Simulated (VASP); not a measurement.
# MoS2 in VASP: single point with PBE+D3(BJ)

Aim: the single point of MoS2 with PBE+D3(BJ).

All numbers are computed with VASP 6.6.1; they aren't measurements. Logs are shortened: lines on timing, memory, paths and dates and some standing lists are left out, and cuts for length are marked.

## 1. The cell of the first run

The cell holds a slab with vacuum, 6 atoms: a = 3.161 Å, b = 3.161 Å, c = 29.160 Å, α = 90.00°, β = 90.00°, γ = 120.00°.

## 2. Single point, PBE+D3(BJ), collinear spin

The input, INCAR:

```
SYSTEM = MoS2
  PREC = Accurate
  ENCUT = 520
  EDIFF = 1E-7
  ISMEAR = 0
  SIGMA = 0.05
  LREAL = .FALSE.
  LASPH = .TRUE.
  NELM = 150
  ALGO = Normal
  ISIF = 2
  LWAVE = .FALSE.
  LCHARG = .TRUE.
  ISPIN = 2
  MAGMOM = 0 0 0 0 1 1
  LORBIT = 11
  LMAXMIX = 4
  LDIPOL = .TRUE.
  IDIPOL = 3
  DIPOL = 0.5 0.5 0.500
  GGA = PE
  IVDW = 12
  LELF = .TRUE.
  LVHAR = .TRUE.
  LVACPOTAV = .TRUE.
  NBANDS = 39
```

The input, KPOINTS:

```
Automatic mesh
0
G
  9 9 1
  0 0 0
```

The input, POSCAR:

```
MoS2
1.0
    3.1610016017      0.0000000000      0.0000000000
   -1.5805008009      2.7375076885      0.0000000000
    0.0000000000      0.0000000000     29.1597748064
S Mo
4 2
Direct
    0.3333333333      0.6666666667      0.3427094308
    0.3333333333      0.6666666667      0.4499519321
    0.6666666667      0.3333333333      0.5500480624
    0.6666666667      0.3333333333      0.6572905650
    0.6666666667      0.3333333333      0.3963577765
    0.3333333333      0.6666666667      0.6036422331
```

Potentials or basis: VASP PAW PBE potentials, release 64 (S, Mo_sv).

On the command line:

```sh
cat potpaw_PBE.64/S/POTCAR potpaw_PBE.64/Mo_sv/POTCAR > POTCAR
mpirun -np 1 vasp_std > vasp.out
```

OUTCAR:

```text
SYSTEM = MoS2
   PREC = Accurate
   ENCUT = 520
   EDIFF = 1E-7
   ISMEAR = 0
   LREAL = .FALSE.
   LASPH = .TRUE.
   NELM = 150
   ISIF = 2
   ISPIN = 2
   LORBIT = 11
   GGA = PE
   IVDW = 12
 IVDW          = 12

 ion  position               nearest neighbor table
   1  0.333  0.667  0.343-   5 2.40   5 2.40   5 2.40
   2  0.333  0.667  0.450-   5 2.40   5 2.40   5 2.40
   3  0.667  0.333  0.550-   6 2.40   6 2.40   6 2.40
   4  0.667  0.333  0.657-   6 2.40   6 2.40   6 2.40
   5  0.667  0.333  0.396-   2 2.40   2 2.40   2 2.40   1 2.40   1 2.40   1 2.40
   6  0.333  0.667  0.604-   3 2.40   3 2.40   3 2.40   4 2.40   4 2.40   4 2.40

  LATTYP: Found a hexagonal cell.
 ALAT       =     3.1610016017
 C/A-ratio  =     9.2248529044

  Lattice vectors:

 A1 = (   3.1610016017,   0.0000000000,   0.0000000000)
 A2 = (  -1.5805008009,   2.7375076885,   0.0000000000)
 A3 = (   0.0000000000,   0.0000000000,  29.1597748064)

Analysis of symmetry for initial positions (statically):
=====================================================================
 Subroutine PRICEL returns:
 Original cell was already a primitive cell.

 Routine SETGRP: Setting up the symmetry group for a
 hexagonal supercell.

 Subroutine GETGRP returns: Found 12 space group operations
 (whereof 12 operations were pure point group operations)
 out of a pool of 24 trial point group operations.

The static configuration has the point symmetry D_3d.

Analysis of symmetry for dynamics (positions and initial velocities):
=====================================================================
 Subroutine PRICEL returns:
 Original cell was already a primitive cell.

 Routine SETGRP: Setting up the symmetry group for a
 hexagonal supercell.

 Subroutine GETGRP returns: Found 12 space group operations
 (whereof 12 operations were pure point group operations)
 out of a pool of 24 trial point group operations.

The dynamic configuration has the point symmetry D_3d.

Analysis of structural, dynamic, and magnetic symmetry:
=====================================================================
 Subroutine PRICEL returns:
 Original cell was already a primitive cell.

 Routine SETGRP: Setting up the symmetry group for a
 hexagonal supercell.

 Subroutine GETGRP returns: Found 12 space group operations
 (whereof 12 operations were pure point group operations)
 out of a pool of 24 trial point group operations.

[... 133 lines left out ...]

 dipolmoment           0.000000      0.000000      0.000000 electrons x Angstroem

 number of electron      51.9999996 magnetization       0.0000000

 dipolmoment           0.000000      0.000000     -0.000001 electrons x Angstroem

 Free energy of the ion-electron system (eV)
  ---------------------------------------------------
  ext. energy  EPLUGINS =         0.00000000
  ---------------------------------------------------
  free energy    TOTEN  =       -43.62857941 eV

  energy without entropy =      -43.62857941  energy(sigma->0) =      -43.62857941

 E-fermi :   0.4020     XC(G=0):  -4.9165

 val. band max:        0.0184311196   @ k =   0.0000   0.0000   0.0000
 cond. band min:       1.2490574358   @ k =   0.3333   0.3333   0.0000
 fundamental gap:      1.2306263162
 Fermi energy:         0.4019638737

 spin component 1

 k-point     1 :       0.0000    0.0000    0.0000
  band No.  band energies     occupation
      1     -61.3359      1.00000
      2     -61.3359      1.00000
      3     -35.4914      1.00000
      4     -35.4914      1.00000
      5     -35.2630      1.00000
      6     -35.2630      1.00000
[... 481 lines left out ...]
     37       7.2898      0.00000
     38       7.3408      0.00000
 Fermi energy:         0.4019638737

 spin component 2

 k-point     1 :       0.0000    0.0000    0.0000
  band No.  band energies     occupation
      1     -61.3359      1.00000
      2     -61.3359      1.00000
      3     -35.4914      1.00000
      4     -35.4914      1.00000
      5     -35.2630      1.00000
      6     -35.2630      1.00000
[... 481 lines left out ...]
     37       7.2898      0.00000
     38       7.3408      0.00000
 [bands above 38 left out]

------------------------ aborting loop because EDIFF is reached ----------------------------------------

 Edisp (eV)   -2.24353

 E8    (eV) :    -0.9371

  FORCE on cell =-STRESS in cart. coord.  units (eV):
  Direction    XX          YY          ZZ          XY          YZ          ZX
  --------------------------------------------------------------------------------------
  -------------------------------------------------------------------------------------
  Total      -0.60768    -0.60768    -0.09604     0.00000     0.00000    -0.00000
  in kB      -3.85851    -3.85851    -0.60982     0.00000     0.00000    -0.00000
  external pressure =       -2.78 kB  Pullay stress =        0.00 kB

 VOLUME and BASIS-vectors are now :
 -----------------------------------------------------------------------------
  energy-cutoff  :      520.00
  volume of cell :      252.33
      direct lattice vectors                 reciprocal lattice vectors
     3.161001602  0.000000000  0.000000000     0.316355423  0.182647889  0.000000000
    -1.580500801  2.737507689  0.000000000     0.000000000  0.365295778  0.000000000
     0.000000000  0.000000000 29.159774806     0.000000000  0.000000000  0.034293818

 POSITION                                       TOTAL-FORCE (eV/Angst)
 -----------------------------------------------------------------------------------
     -0.00000      1.82501      9.99333         0.000000     -0.000000      0.010446
     -0.00000      1.82501     13.12050         0.000000      0.000000     -0.014826
      1.58050      0.91250     16.03928         0.000000     -0.000000      0.014826
      1.58050      0.91250     19.16644        -0.000000      0.000000     -0.010446
      1.58050      0.91250     11.55770         0.000000      0.000000     -0.001791
     -0.00000      1.82501     17.60207        -0.000000      0.000000      0.001791
 -----------------------------------------------------------------------------------
    total drift:                                0.000000     -0.000000     -0.000650

  FREE ENERGIE OF THE ION-ELECTRON SYSTEM (eV)
  ---------------------------------------------------
  free  energy   TOTEN  =       -45.8721128207 eV

  energy  without entropy=      -45.8721128207  energy(sigma->0) =      -45.87211282

 vacuum level on the upper side and lower side of the slab         5.406         5.406

 total charge

# of ion       s       p       d       tot
------------------------------------------
    1        1.363   2.342   0.000   3.706
    2        1.365   2.342   0.000   3.707
    3        1.365   2.342   0.000   3.707
    4        1.363   2.342   0.000   3.706
    5        2.292   6.222   3.954  12.468
    6        2.292   6.222   3.954  12.468
--------------------------------------------------
tot         10.041  21.813   7.907  39.761

 magnetization (x)

# of ion       s       p       d       tot
------------------------------------------
    1        0.000  -0.000   0.000  -0.000
    2       -0.000   0.000   0.000  -0.000
    3       -0.000   0.000   0.000  -0.000
    4        0.000  -0.000   0.000  -0.000
    5        0.000   0.000   0.000   0.000
    6        0.000   0.000   0.000   0.000
--------------------------------------------------
tot          0.000  -0.000   0.000  -0.000
```

OSZICAR:

```text
N       E                     dE             d eps       ncg     rms          rms(c)
DAV:   1     0.411850712206E+03    0.41185E+03   -0.27117E+04  2264   0.112E+03
DAV:   2    -0.167391273913E+02   -0.42859E+03   -0.41258E+03  2414   0.283E+02
DAV:   3    -0.455888029617E+02   -0.28850E+02   -0.28319E+02  2360   0.655E+01
[... 27 lines left out ...]
DAV:  31    -0.436285781806E+02   -0.12496E-05   -0.80046E-09  1559   0.251E-04    0.896E-05
DAV:  32    -0.436285790548E+02   -0.87422E-06   -0.81154E-09  1504   0.189E-04    0.848E-05
DAV:  33    -0.436285792472E+02   -0.19238E-06   -0.12275E-09  1359   0.139E-04    0.581E-05
DAV:  34    -0.436285793669E+02   -0.11973E-06   -0.72488E-10  1330   0.988E-05    0.250E-05
DAV:  35    -0.436285794087E+02   -0.41824E-07   -0.12284E-10  1309   0.426E-05
   1 F= -.45872113E+02 E0= -.45872113E+02  d E =-.973818E-29  mag=     0.0000
```

It took 7.4 min on 1 thread of Intel Xeon Platinum 8375C at 2.90GHz (Ice Lake), shared host; peak memory 0.54 GiB.

Results:

* Free energy: -45.8721 eV
* Largest force: 0.015 eV/Å
* Band gap on the k mesh: 1.23 eV (least direct gap 1.71 eV)
* Net moment: 0.00 μB per cell
* Valence electrons inside the program's atomic spheres: S 3.71; Mo 12.47
* Dispersion energy per atom: -0.374 eV

Forces on the atoms (eV/Å):
```
S    0.000  0.000  0.010
S    0.000  0.000 -0.015
S    0.000  0.000  0.015
S    0.000  0.000 -0.010
Mo   0.000  0.000 -0.002
Mo   0.000  0.000  0.002
```

Levels at points of the mesh, in eV from the valence-band top:
Spin up:
| k point | band 23 | band 24 | band 25 | band 26 | band 27 | band 28 | band 29 | band 30 |
| --- | --- | --- | --- | --- | --- | --- | --- | --- |
| (0.00, 0.00, 0.00) | -1.98 | -1.77 | -0.75 | 0.00 | 2.28 | 2.28 | 2.30 | 2.30 |
Spin down:
```csv
k point,band 24,band 25,band 26,band 27,band 28,band 29
"(0.00, 0.00, 0.00)",-1.77,-0.75,0.00,2.28,2.28,2.30
```
